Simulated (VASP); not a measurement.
Set up this calculation in VASP 6.6.1, as the native input.

* Task: single point
* Functional: PBEsol
* Potentials or basis: VASP PAW PBE potentials, release 64 (Li_sv)
* Cutoff: 520 eV
* k mesh: 2 × 2 × 2
* Occupations: fermi-dirac, width 0.11 eV
* Spin: no spin polarisation
* Dipole correction: no
* Further INCAR settings: LREAL = Auto; ALGO = Normal; EDIFF = 1e-06; NBANDS = 38

The structure of Li lies in POSCAR:

```
Li
1.0
    7.0944470000      0.0000000000      0.0000000000
    0.0000000000      7.0944470000      0.0000000000
    0.0000000000      0.0000000000      7.0944470000
Li
16
Direct
   -0.0057368813     -0.0160830013     -0.0087251339
    0.5213937041      0.0258653000      0.0190148718
   -0.0059906008      0.5373921322      0.0204385204
   -0.0488973982     -0.0223273216      0.4732010825
    0.2625292711      0.2350993672      0.3280453008
    0.5125699015      0.4479277948     -0.0056945947
    0.5026466474      0.0017196548      0.5383365328
    0.7753387967      0.2351134627      0.2861815727
   -0.0143069643      0.4599935696      0.4983193193
    0.2212152688      0.7332072535      0.2848988794
    0.2653624729      0.2217508990      0.7248767945
    0.4742723429      0.5487954170      0.5433827330
    0.7448924490      0.6816880865      0.2505903561
    0.7998086391      0.2422035149      0.7183646590
    0.2434439217      0.7389159437      0.7016332633
    0.7308532998      0.7919433326      0.7081453988
```

These files were run (other wordings do the same):

INCAR

```
PREC = Accurate
ENCUT = 520
EDIFF = 1E-6
ISMEAR = -1
SIGMA = 0.11
LREAL = Auto
LASPH = T
NELM = 80
ALGO = Normal
ISIF = 2
LWAVE = F
LCHARG = F
GGA = PS
NBANDS = 38
```

KPOINTS

```
regular mesh
0
Gamma
  2 2 2
```

Potentials or basis: VASP PAW PBE potentials, release 64 (Li_sv).

The run is started by

```console
$ cat potpaw_PBE.64/Li_sv/POTCAR > POTCAR
$ mpirun -np 1 vasp_std > vasp.out
```

Results of the run:

The largest force is 0.938 eV/Å and the band gap on the k mesh is zero (band 24 reaches 0.60 eV, above the bottom of band 25 at -0.13 eV).

Caveat: the k points lie up to 0.44 Å⁻¹ apart; the PAW data sets were made with another functional, which shifts forces and pressure a little.

It took 5 min on 1 thread of AMD EPYC 7R13 (shared host), peak memory 0.34 GiB.
